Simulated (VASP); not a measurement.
Runs of VASP 6.6.1 on Nd. Symmetry: Fm-3m, No. 225, cubic system. Conventional cell: a = 5.210 Å, b = 5.210 Å, c = 5.210 Å, α = 90.00°, β = 90.00°, γ = 90.00°. Nd (site symmetry m-3m) has 12 Nd at 3.68 Å within 4.8 Å. This isn't the form of Nd at room conditions, which is double hcp.

| level | k mesh | smearing | gap on the mesh (eV) | pressure (GPa) | moment (μB) |
| --- | --- | --- | --- | --- | --- |
| PBE | 10 × 10 × 10 | methfessel-paxton 0.05 eV | none | -0.7 | (b) |
| PBE | 12 × 12 × 12 | methfessel-paxton 0.05 eV | none | -0.5 | 4.13 |
| PBE | 8 × 8 × 8 | methfessel-paxton 0.05 eV | none | -0.4 | 4.29 |
| PBE | 14 × 14 × 14 | methfessel-paxton 0.05 eV | none | -0.6 | (a) |
| BLYP | 9 × 9 × 9 | tetrahedron | none | 0.9 | 3.87 |

Alike in all rows: task single point; potentials or basis VASP PAW PBE potentials, release 64 (Nd); spin collinear, ferromagnetic start; cell as given; cutoff (eV) 520.

Question: Estimate the missing entries.

Answer: (a) 4.18; (b) 4.10.

Caveats: the magnetic or orbital state may not be the lowest; spin-orbit coupling is left out, which moves the levels of the heavy elements; semilocal functionals describe open f shells poorly, which spoils levels, moments and volumes; the PAW data sets were made with another functional, which shifts forces and pressure a little (at least some runs); tetrahedron occupations give inexact forces and stress in metals (at least some runs).

A k mesh can miss the band edges, and the runs leave out spin-orbit coupling on Nd.

A gap of «none» marks levels without a gap at the run's occupations.
